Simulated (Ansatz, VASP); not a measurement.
## Si in VASP and in Ansatz

INCAR

```
  ALGO = Normal
  EDIFF = 1E-6
  ENCUT = 520
  GGA = CA
  ISIF = 2
  ISMEAR = 0
  LASPH = True
  LCHARG = False
  LREAL = False
  LWAVE = False
  NBANDS = 16
  NELM = 80
  PREC = Accurate
  SIGMA = 0.03
```

KPOINTS

```
k-points
0
Gamma
  12 12 6
```

File POSCAR:

```
Si
1.0
    3.8313174605      0.0000000000      0.0000000000
   -1.9156587303      3.5668696196      0.0000000000
    0.0000000000      0.0000000000      6.3326220002
Si
4
Direct
    0.3333333333      0.6666666667      0.0630095000
    0.6666666667      0.3333333333      0.5630095000
    0.3333333333      0.6666666667      0.4369905000
    0.6666666667      0.3333333333      0.9369905000
```

Input for Ansatz:

```yaml
crystal:
  lattice:
    - [3.8313174605, 0.0, 0.0]
    - [-1.9156587303, 3.5668696196, 0.0]
    - [0.0, 0.0, 6.3326220002]
  atoms:
    - { symbol: Si, position: [0.3333333333, 0.6666666667, 0.0630095] }
    - { symbol: Si, position: [0.6666666667, 0.3333333333, 0.5630095] }
    - { symbol: Si, position: [0.3333333333, 0.6666666667, 0.4369905] }
    - { symbol: Si, position: [0.6666666667, 0.3333333333, 0.9369905] }
basis:
  ecutwfc: 420
kpoints:
  mp_grid: { grid: [12, 12, 6] }
hamiltonian:
  xc: lda
scf:
  occupations: { method: gaussian, width: 0.03 }
output:
  forces: true
  stress: true
  eigenvalues: true
```

Change from the starting cell: strain +0.0750 x Voigt [0, 1, 0, 0, 0, 0], atoms carried along.

Alike in both runs: task single point; functional LDA; k mesh 12 × 12 × 6; occupations gaussian, width 0.03 eV; no spin polarisation.

|  | VASP | Ansatz |
| --- | --- | --- |
| version | VASP 6.6.1 | Ansatz 0.2.0 |
| potentials or method | VASP PAW LDA potentials, release 64 (Si), cutoff 520 eV | scalar-relativistic, plane waves, PAW |
| valence electrons in the cell | 16 | 16 |

VASP gave:

- gap on the k mesh at the Fermi level (eV): none
- pressure (GPa): -7.0
- traceless stress, the component that is largest in VASP (GPa): -6.98
- rms of the force components (eV/Å): 0.236

Problem. What did Ansatz give for the same quantities?

Solution. gap on the k mesh at the Fermi level (eV): none; pressure (GPa): -7.0; traceless stress, the component that is largest in VASP (GPa): -6.95; rms of the force components (eV/Å): 0.235.

LDA's correlation is that of Perdew and Zunger in VASP and of Perdew and Wang (1992) in Ansatz. Atom by atom the forces differ by 0.001 eV/Å (rms over components). A gap of «none» marks a metal or a gap that the smearing closes.
